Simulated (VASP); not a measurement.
Wanted: the native input for a VASP 6.6.1 run.

| Item | Value |
| --- | --- |
| Task | single point |
| Functional | RPBE |
| Potentials or basis | VASP PAW PBE potentials, release 64 (Be) |
| Cutoff | 520 eV |
| k mesh | 18 × 18 × 5 |
| Occupations | fermi-dirac, width 0.1 eV |
| Spin | no spin polarisation |
| Dipole correction | no |
| Further INCAR settings | ALGO = Normal; EDIFF = 1e-06; NBANDS = 12 |

The structure of Be lies in POSCAR:

```
Be
1.0
    2.1799193473      0.0000000000      0.0000000000
   -1.0899596737      1.8878655329      0.0000000000
    0.0000000000      0.0000000000      6.9338641072
Be
4
Direct
    0.0000000000      1.0000000000      1.0000000000
    1.0000000000      1.0000000000      0.5000000000
    0.3333333333      0.6666666667      0.2500000000
    0.6666666667      0.3333333333      0.7500000000
```

This cell differs from its parent crystal: volume scaled by 0.88.

These files were run (other wordings do the same):

INCAR

```
PREC = Accurate
ENCUT = 520
EDIFF = 1E-6
ISMEAR = -1
SIGMA = 0.1
LREAL = False
LASPH = True
NELM = 80
ALGO = Normal
ISIF = 2
LWAVE = False
LCHARG = True
GGA = RP
LELF = True
LVHAR = True
NBANDS = 12
```

KPOINTS

```
regular mesh
0
Gamma
  18 18 5
```

Potentials or basis: VASP PAW PBE potentials, release 64 (Be).

Command:

```bash
$ cat potpaw_PBE.64/Be/POTCAR > POTCAR
$ mpirun -np 1 vasp_std > vasp.out
```

Results of the run:

```
Pressure               : 18.7 GPa
Band gap on the k mesh : zero (band 4 reaches 8.94 eV, above the bottom of band 5 at 7.44 eV)
```

Caveat: the PAW data sets were made with another functional, which shifts forces and pressure a little.

Run time: 16 s on 1 thread of Intel(R) Xeon(R) Platinum 8375C CPU @ 2.90GHz (Ice Lake), on a shared host, peak memory 0.15 GiB.
